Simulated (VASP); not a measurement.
# AlN (I-4m2) in VASP: single point with HSE06

Aim: the single point of AlN with HSE06.

Program: VASP 6.6.1. These are calculated values, not measurements. Logs are shortened: lines on timing, memory, paths and dates and some standing lists are left out, and cuts for length are marked.

## Step 1: The cell of the first run

It takes space group I-4m2 (No. 119, tetragonal). The conventional cell has a = 3.090 Å, b = 3.090 Å, c = 4.479 Å, α = 90.00°, β = 90.00°, γ = 90.00°. Within 2.5 Å of Al (site symmetry -4m2) lie 4 N at 1.91 Å. Within 2.5 Å of N (site symmetry -4m2) lie 4 Al at 1.91 Å.

## Step 2: Single point, HSE06 (uniaxial x strain +2.5%)

POSCAR

```
AlN
1.0
    0.0000000000      2.1848764128      2.1848764128
    2.2394983231      0.0000000000      2.1848764128
    2.2394983231      2.1848764128      0.0000000000
Al N
1 1
Direct
    0.0000000000      0.0000000000      0.0000000000
    0.2500000000      0.2500000000      0.2500000000
```

INCAR.step1

```
  ALGO = Normal
  EDIFF = 1E-5
  ENCUT = 520
  GGA = PE
  ISIF = 2
  ISMEAR = 0
  LASPH = True
  LCHARG = False
  LREAL = False
  LWAVE = True
  NBANDS = 11
  NELM = 100
  PREC = Accurate
  SIGMA = 0.01
```

INCAR.step2

```
  ALGO = Normal
  EDIFF = 1E-6
  ENCUT = 520
  GGA = PE
  HFSCREEN = 0.2079
  ISIF = 2
  ISMEAR = 0
  ISTART = 1
  LASPH = True
  LCHARG = False
  LHFCALC = True
  LREAL = False
  LWAVE = False
  NBANDS = 11
  NELM = 100
  PREC = Accurate
  PRECFOCK = Normal
  SIGMA = 0.01
```

KPOINTS

```
k-points
0
Gamma
  8 8 8
```

Potentials or basis: VASP PAW PBE potentials, release 64 (Al, N).

Launch:

```
$ cat potpaw_PBE.64/Al/POTCAR potpaw_PBE.64/N/POTCAR > POTCAR
$ cp INCAR.step1 INCAR
$ mpirun -np 1 vasp_std > vasp.out
$ cp INCAR.step2 INCAR
$ mpirun -np 1 vasp_std > vasp.out
```

OUTCAR:

```text
EDIFF = 1E-6
   ENCUT = 520
   GGA = PE
   HFSCREEN = 0.2079
   ISIF = 2
   ISMEAR = 0
   ISTART = 1
   LASPH = True
   LHFCALC = True
   LREAL = False
   NELM = 100
   PREC = Accurate
   PRECFOCK = Normal

 ion  position               nearest neighbor table
   1  0.000  0.000  0.000-   2 1.91   2 1.91   2 1.91   2 1.91
   2  0.250  0.250  0.250-   1 1.91   1 1.91   1 1.91   1 1.91

  LATTYP: Found a body centered tetragonal cell.
 ALAT       =     3.0898818551
 C/A-ratio  =     1.4495689014

  Lattice vectors:

 A1 = (   2.2394983231,   0.0000000000,   2.1848764128)
 A2 = (   2.2394983231,   0.0000000000,  -2.1848764128)
 A3 = (  -2.2394983231,   2.1848764128,   0.0000000000)

Analysis of symmetry for initial positions (statically):
=====================================================================
 Subroutine PRICEL returns:
 Original cell was already a primitive cell.

 Routine SETGRP: Setting up the symmetry group for a
 body centered tetragonal supercell.

 Subroutine GETGRP returns: Found  8 space group operations
 (whereof  8 operations were pure point group operations)
 out of a pool of 16 trial point group operations.

The static configuration has the point symmetry D_2d.

Analysis of symmetry for dynamics (positions and initial velocities):
=====================================================================
 Subroutine PRICEL returns:
 Original cell was already a primitive cell.

 Routine SETGRP: Setting up the symmetry group for a
 body centered tetragonal supercell.

 Subroutine GETGRP returns: Found  8 space group operations
 (whereof  8 operations were pure point group operations)
 out of a pool of 16 trial point group operations.

The dynamic configuration has the point symmetry D_2d.

 Subroutine INISYM returns: Found  8 space group operations
 (whereof  8 operations are pure point group operations),
 and found     1 'primitive' translations

----------------------------------------------------------------------------------------

                                     Primitive cell

  volume of cell :      21.3813

  direct lattice vectors                    reciprocal lattice vectors
     0.000000000  2.184876413  2.184876413    -0.223264289  0.228845896  0.228845896
     2.239498323  0.000000000  2.184876413     0.223264289 -0.228845896  0.228845896
     2.239498323  2.184876413  0.000000000     0.223264289  0.228845896 -0.228845896

  length of vectors
     3.089881855  3.128743786  3.128743786     0.393176590  0.393176590  0.393176590

  position of ions in fractional coordinates (direct lattice)
     0.000000000  0.000000000  0.000000000
     0.250000000  0.250000000  0.250000000

  ion indices of the primitive-cell ions
   primitive index   ion index
                 1           1
                 2           2

----------------------------------------------------------------------------------------

 KPOINTS: k-points

Automatic generation of k-mesh.
 Grid dimensions read from file:
 generate k-points for:    8    8    8

 Generating k-lattice:

  Cartesian coordinates                     Fractional coordinates (reciprocal lattice)
    -0.027908036  0.028605737  0.028605737     0.125000000  0.000000000  0.000000000
     0.027908036 -0.028605737  0.028605737     0.000000000  0.125000000  0.000000000
     0.027908036  0.028605737 -0.028605737     0.000000000  0.000000000  0.125000000

  Length of vectors
     0.049147074  0.049147074  0.049147074

  Shift w.r.t. Gamma in fractional coordinates (k-lattice)
     0.000000000  0.000000000  0.000000000

 Subroutine IBZKPT returns following result:
 ===========================================

 Found     59 irreducible k-points:

 Following reciprocal coordinates:
            Coordinates               Weight
  0.000000  0.000000  0.000000      1.000000
  0.125000  0.000000  0.000000      8.000000
  0.250000  0.000000  0.000000      8.000000
  0.375000 -0.000000 -0.000000      8.000000
  0.500000  0.000000  0.000000      4.000000
  0.125000  0.125000  0.000000      4.000000
[... 16 lines left out ...]
  0.250000  0.125000  0.125000      4.000000
  0.375000  0.125000  0.125000      8.000000
 [... further k-points ...]
   k-points           NKPTS =     59   k-points in BZ     NKDIM =    512   number of bands    NBANDS=     11
   number of dos      NEDOS =    301   number of ions     NIONS =      2
   total plane-waves  NPLWV =  13824
   dimension x,y,z NGX =    24 NGY =   24 NGZ =   24
   dimension x,y,z NGXF=    48 NGYF=   48 NGZF=   48
   ions per type =               1   1
   NGX,Y,Z   is equivalent  to a cutoff of  12.91, 12.75, 12.75 a.u.
   NGXF,Y,Z  is equivalent  to a cutoff of  25.83, 25.50, 25.50 a.u.
 SYSTEM =  unknown system
   PREC   = accura    normal or accurate (medium, high low for compatibility)
   ISTART =      1    job   : 0-new  1-cont  2-samecut
   ICHARG =      0    charge: 1-file 2-atom 10-const
   ISPIN  =      1    spin polarized calculation?
   LNONCOLLINEAR =      F non collinear calculations
   LSORBIT =      F    spin-orbit coupling
   LASPH  =      T    aspherical Exc in radial PAW
   ENCUT  =  520.0 eV  38.22 Ry    6.18 a.u.   5.75  5.82  5.82*2*pi/ulx,y,z
   NELM   =    100;   NELMIN=  2; NELMDL=  0     # of ELM steps
   EDIFF  = 0.1E-05   stopping-criterion for ELM
   LREAL  =      F    real-space projection
   EDIFFG = 0.1E-04   stopping-criterion for IOM
   NSW    =      0    number of steps for IOM
   IBRION =     -1    ionic relax: 0-MD 1-quasi-New 2-CG
   NFREE  =      0    steps in history (QN), initial steepest desc. (CG)
   ISIF   =      2    stress and relaxation
   ISYM   =      3    0-nonsym 1-usesym 2-fastsym
   POTIM  = 0.5000    time-step for ionic-motion
   TEBEG  =    0.0;   TEEND  =   0.0 temperature during run
   PSTRESS=    0.0 pullay stress
   NELECT =       8.0000    total number of electrons
   NUPDOWN=      -1.0000    fix difference up-down
   EMIN   =  10.00;   EMAX   =-10.00  energy-range for DOS
   EFERMI =   0.00;   METHOD = LEGACY
   ISMEAR =     0;   SIGMA  =   0.01  broadening in eV -4-tet -1-fermi 0-gaus
   EFERMI_NEDOS =   21; number of points for ismear=-14 and -15
   IALGO  =     38    algorithm
   IMIX   =      1    mixing-type and parameters
     AMIX     =   0.40;   BMIX     =  1.00
     AMIX_MAG =   1.60;   BMIX_MAG =  1.00
  volume/ion in A,a.u.               =      10.69        72.14
  Fermi-wavevector in a.u.,A,eV,Ry     =   1.179669  2.229250 18.934110  1.391618
  Thomas-Fermi vector in A             =   2.315975
   LORBIT       =      0    0 simple, 1 ext, 2 COOP (PROOUT), +10 PAW based schemes
   GGA     = PE    functional components
   LHFCALC =     T    Hartree Fock is set to
   PRECFOCK=normal    Normal, Fast or Accurate (Low or Medium for compatibility)
   ENCUT4O =  -1.0   cutoff for four orbital integrals eV
   NKREDX  =     1    reduce k-point grid by
   NKREDY  =     1    reduce k-point grid by
   NKREDZ  =     1    reduce k-point grid by
   AEXX    =    0.2500 exact exchange contribution
   HFSCREEN=    0.2079 screening length (either q_TF or 0.3 A-1)
   HFSCREENC=   0.2079 screening length for correlation (either q_TF or 0.3 A-1)
   ENCUTFOCK=  -1.0 apply spherical cutoff to Coloumb kernel
   IVDW    =     0    specifies the selected vdW correction
   LEPSILON=     F    determine dielectric tensor
   LRPA    =     F    only Hartree local field effects (RPA)
 non-spin polarized calculation
 Gauss-broadening in eV      SIGMA  =   0.01
  energy-cutoff  :      520.00
  volume of cell :       21.38
 maximum number of plane-waves:       596
  NGX = 18; NGY = 18; NGZ = 18

 number of electron       8.0000001 magnetization

 Free energy of the ion-electron system (eV)
  ---------------------------------------------------
  ext. energy  EPLUGINS =         0.00000000
  ---------------------------------------------------
  free energy    TOTEN  =       -17.38142799 eV

  energy without entropy =      -17.38142799  energy(sigma->0) =      -17.38142799

 E-fermi :   4.9551     XC(G=0):  -8.9272

 val. band max:        4.8528585323   @ k =   0.0000   0.0000   0.0000
 cond. band min:       9.3071145349   @ k =   0.5000   0.5000   0.0000
 fundamental gap:      4.4542560026
 Fermi energy:         4.9550569605

 k-point     1 :       0.0000    0.0000    0.0000
  band No.  band energies     occupation
      1     -11.5085      2.00000
      2       4.7432      2.00000
      3       4.8529      2.00000
      4       4.8529      2.00000
      5      10.1109      0.00000
      6      18.7753      0.00000
      7      18.7753      0.00000
      8      18.8030      0.00000
      9      23.7296      0.00000
     10      24.5952      0.00000
     11      24.9138      0.00000

 k-point     2 :       0.1250    0.0000    0.0000
  band No.  band energies     occupation
      1     -11.2724      2.00000
      2       3.5808      2.00000
      3       4.6816      2.00000
      4       4.7776      2.00000
      5      11.0940      0.00000
      6      18.1948      0.00000
      7      18.9568      0.00000
      8      19.0046      0.00000
      9      22.2456      0.00000
     10      22.8434      0.00000
     11      24.4481      0.00000

 k-point     3 :       0.2500    0.0000    0.0000
  band No.  band energies     occupation
      1     -10.6268      2.00000
      2       1.3468      2.00000
      3       4.4569      2.00000
      4       4.6080      2.00000
      5      12.5067      0.00000
      6      17.1984      0.00000
      7      18.4503      0.00000
      8      18.7798      0.00000
      9      22.5918      0.00000
     10      22.7187      0.00000
     11      23.6133      0.00000

 k-point     4 :       0.3750   -0.0000   -0.0000
  band No.  band energies     occupation
      1      -9.8187      2.00000
      2      -0.6021      2.00000
      3       4.2524      2.00000
      4       4.4532      2.00000
      5      13.2357      0.00000
      6      16.5020      0.00000
      7      17.5620      0.00000
      8      17.9699      0.00000
      9      23.8131      0.00000
     10      24.7152      0.00000
     11      24.9247      0.00000

 k-point     5 :       0.5000    0.0000    0.0000
  band No.  band energies     occupation
      1      -9.4039      2.00000
      2      -1.4205      2.00000
      3       4.1726      2.00000
      4       4.3929      2.00000
      5      13.4055      0.00000
      6      16.2641      0.00000
      7      17.1939      0.00000
      8      17.6249      0.00000
      9      24.3377      0.00000
     10      26.5955      0.00000
     11      26.8051      0.00000
[... 211 lines left out ...]
 k-point    21 :       0.5000    0.5000    0.0000
  band No.  band energies     occupation
      1      -8.7132      2.00000
      2      -0.3548      2.00000
      3       2.8218      2.00000
      4       2.8238      2.00000
      5       9.3071      0.00000
      6      14.5903      0.00000
      7      20.6812      0.00000
      8      21.8483      0.00000
      9      22.6082      0.00000
     10      29.8531      0.00000
     11      30.6134      0.00000

 k-point    22 :       0.0000    0.1250    0.1250
  band No.  band energies     occupation
      1     -11.2041      2.00000
      2       3.5850      2.00000
      3       4.5351      2.00000
      4       4.5351      2.00000
      5      11.3334      0.00000
      6      17.8944      0.00000
      7      19.2878      0.00000
      8      19.2878      0.00000
      9      19.6982      0.00000
     10      25.0607      0.00000
     11      26.7163      0.00000

 k-point    23 :       0.2500    0.1250    0.1250
  band No.  band energies     occupation
      1     -10.8898      2.00000
      2       2.4309      2.00000
      3       4.0044      2.00000
      4       4.8258      2.00000
      5      12.1840      0.00000
      6      17.5876      0.00000
      7      18.4609      0.00000
      8      19.2882      0.00000
      9      20.9516      0.00000
     10      23.2083      0.00000
     11      25.9225      0.00000

 k-point    24 :       0.3750    0.1250    0.1250
  band No.  band energies     occupation
      1     -10.1731      2.00000
      2       0.6352      2.00000
      3       3.4526      2.00000
      4       4.6511      2.00000
      5      13.4145      0.00000
      6      16.5525      0.00000
      7      17.7090      0.00000
      8      18.7187      0.00000
      9      21.7578      0.00000
     10      24.4109      0.00000
     11      25.8766      0.00000

 [... further k-points ...]

------------------------ aborting loop because EDIFF is reached ----------------------------------------

  FORCE on cell =-STRESS in cart. coord.  units (eV):
  Direction    XX          YY          ZZ          XY          YZ          ZX
  --------------------------------------------------------------------------------------
  -------------------------------------------------------------------------------------
  Total       -1.1209885     -0.6017003     -0.6017003     -0.0000000      0.0000000     -0.0000000
  in kB      -83.9996039    -45.0875206    -45.0875206     -0.0000000      0.0000000     -0.0000000
  external PRESSURE =     -58.0582150 kB  Pullay stress =       0.0000000 kB

 VOLUME and BASIS-vectors are now :
 -----------------------------------------------------------------------------
  energy-cutoff  :      520.00
  volume of cell :       21.38
      direct lattice vectors                 reciprocal lattice vectors
     0.000000000  2.184876413  2.184876413    -0.223264289  0.228845896  0.228845896
     2.239498323  0.000000000  2.184876413     0.223264289 -0.228845896  0.228845896
     2.239498323  2.184876413  0.000000000     0.223264289  0.228845896 -0.228845896

 POSITION                                       TOTAL-FORCE (eV/Angst)
 -----------------------------------------------------------------------------------
      0.00000      0.00000      0.00000        -0.000000     -0.000000      0.000000
      1.11975      1.09244      1.09244         0.000000      0.000000     -0.000000
 -----------------------------------------------------------------------------------
    total drift:                               -0.000000     -0.000000     -0.000000

  FREE ENERGIE OF THE ION-ELECTRON SYSTEM (eV)
  ---------------------------------------------------
  free  energy   TOTEN  =       -17.3814279937 eV

  energy  without entropy=      -17.3814279937  energy(sigma->0) =      -17.38142799
```

It took 58 min on 1 thread of Oxide Virtual Turin-like, shared host; peak memory 0.23 GiB.

Results:

```
Free energy            : -17.3814 eV
Pressure               : -5.8 GPa
Band gap on the k mesh : 4.45 eV (least direct gap 5.26 eV)
```

Caveat: the cell differs from its parent crystal (uniaxial x strain +2.5%); the cell stands under tension; the structure was generated, so it needn't be the stable form of AlN; the PAW data sets were made with another functional, which shifts forces and pressure a little. A k mesh can miss the band edges.
